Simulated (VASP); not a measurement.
A run of VASP 6.6.1:

File INCAR:

```
SYSTEM = HfC
  PREC = Accurate
  ENCUT = 520
  EDIFF = 1E-7
  ISMEAR = -1
  SIGMA = 0.05
  LREAL = .FALSE.
  LASPH = .TRUE.
  NELM = 80
  ALGO = Normal
  ISIF = 2
  LWAVE = .FALSE.
  LCHARG = .FALSE.
  GGA = PS
  IVDW = 13
  NBANDS = 14
```

The input KPOINTS:

```
Automatic mesh
0
G
  6 6 6
  0 0 0
```

File POSCAR:

```
HfC
1.0
    0.0000000000      2.3250000000      2.3250000000
    2.3250000000      0.0000000000      2.3250000000
    2.3250000000      2.3250000000      0.0000000000
Hf C
1 1
Direct
    0.5000000000      0.5000000000      0.5000000000
    0.0000000000      0.0000000000      0.0000000000
```

Potentials or basis: VASP PAW PBE potentials, release 64 (Hf_pv, C).

Run with:

```console
$ cat potpaw_PBE.64/Hf_pv/POTCAR potpaw_PBE.64/C/POTCAR > POTCAR
$ mpirun -np 1 vasp_std > vasp.out
```

Hardware: 1 thread of Intel(R) Xeon(R) Platinum 8488C (Sapphire Rapids), on a shared host.

Question: Estimate the wall time of this run.

Answer: Wall time 7.8 s on 1 thread of Intel(R) Xeon(R) Platinum 8488C (Sapphire Rapids) (shared host), peak memory 0.14 GiB. Counts: scf iterations 14, k points 16.
